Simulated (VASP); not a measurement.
ZrC: density of states with PBEsol+U

The system is ZrC.

```
Zr C
1.0
     3.39148    0.00000    0.00000
    -1.69574    2.93710    0.00000
     0.00000    0.00000    5.29005
Zr C
2 2
Direct
  0.66667 0.33333 0.75000
  0.33333 0.66667 0.25000
  0.00000 0.00000 0.50000
  0.00000 0.00000 0.00000
```

```json
{
 "Program": "VASP 6.6.1",
 "Task": "density of states",
 "Functional": "PBEsol",
 "Potentials or basis": "VASP PAW PBE potentials, release 64 (Zr_sv, C)",
 "Cutoff": "520 eV",
 "k mesh": "9 × 9 × 5",
 "Occupations": "fermi-dirac, width 0.05 eV",
 "Spin": "no spin polarisation",
 "Hubbard terms": "Zr d U = 6.0 eV",
 "Dipole correction": "no",
 "k mesh for the DOS": "14 × 14 × 8",
 "Occupations for the DOS": "tetrahedron",
 "Further INCAR settings": "ALGO = Normal; EDIFF = 1e-07"
}
```

* Valence electrons inside the program's atomic spheres: Zr 9.63; C 2.36

Levels at points of the mesh, in eV from the Fermi level:
```tsv
k point	band 12	band 13	band 14	band 15	band 16	band 17	band 18	band 19	band 20
(0.00, 0.00, 0.00)	-3.05	-3.05	-1.46	-1.46	1.04	1.40	1.40	1.72	1.73
(0.50, 0.00, 0.00)	-4.10	-3.44	-3.39	-1.80	-1.42	1.06	3.90	3.94	4.57
(0.00, 0.00, 0.50)	-3.12	-2.65	-2.65	-2.65	-2.65	3.63	3.63	3.63	3.64
(0.50, 0.00, 0.50)	-4.36	-2.97	-2.97	-2.51	-2.51	0.93	0.93	4.37	4.37
```

Eigenvalues of the final occupation matrices:
```tsv
site	spin	trace	eigenvalues
site 1 d	1	0.70	0.10 0.13 0.13 0.17 0.17
site 1 d	2	0.70	0.10 0.13 0.13 0.17 0.17
site 2 d	1	0.70	0.10 0.13 0.13 0.17 0.17
site 2 d	2	0.70	0.10 0.13 0.13 0.17 0.17
```

It took 2 min on 1 thread of Intel Xeon 6975P-C (shared host), peak memory 0.25 GiB.

Caveat: U without spin polarisation on a metal has little footing; the U is typed as a test and isn't derived for this compound.
